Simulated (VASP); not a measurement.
Runs of VASP 6.6.1 on MnPt2. The structure is that of space group P-3m1 (No. 164), or close to it. The cells are those of the table. 

```tsv
level	spin	fixed moment (μB)	cell	k mesh	pressure (GPa)	moment (μB)	largest force (eV/Å)
PBEsol	collinear, ferromagnetic start	4.0	a = 2.858, b = 2.858, c = 6.533 Å, angles 90.0, 90.0, 120.0°, 3 atoms	9 × 9 × 4	-11.2	4.00	0.07
r2SCAN	collinear, ferromagnetic start	-	a = 2.914, b = 2.914, c = 6.661 Å, angles 90.0, 90.0, 120.0°, 3 atoms	11 × 11 × 4	-11.6	(b)	0.09
PBEsol	collinear, zero start	0.0	a = 2.858, b = 2.858, c = 6.533 Å, angles 90.0, 90.0, 120.0°, 3 atoms	9 × 9 × 4	-25.8	0.00	0.34
PBEsol	collinear, ferromagnetic start	2.0	a = 2.858, b = 2.858, c = 6.533 Å, angles 90.0, 90.0, 120.0°, 3 atoms	9 × 9 × 4	-19.5	2.00	0.16
PBEsol	collinear, ferromagnetic start	1.0	a = 2.858, b = 2.858, c = 6.533 Å, angles 90.0, 90.0, 120.0°, 3 atoms	9 × 9 × 4	(a)	1.00	0.29
```

Alike in all rows: task single point; potentials or basis VASP PAW PBE potentials, release 64 (Pt, Mn_pv); cutoff (eV) 520; smearing fermi-dirac 0.05 eV.

**Question.** Fill in the values left out.

**Answer.** (a) -23.2; (b) 4.83.

Caveats: the PAW data sets were made with another functional, which shifts forces and pressure a little; the total moment is fixed, so each spin has its own Fermi level and the state may be an excited one (at least some runs); the cell stands under tension (at least some runs); the stress differs along the axes, from -30 to -18 GPa (at least some runs); the total moment is fixed, so each spin has its own Fermi level (at least some runs); the stress differs along the axes, from -22 to -15 GPa (at least some runs).
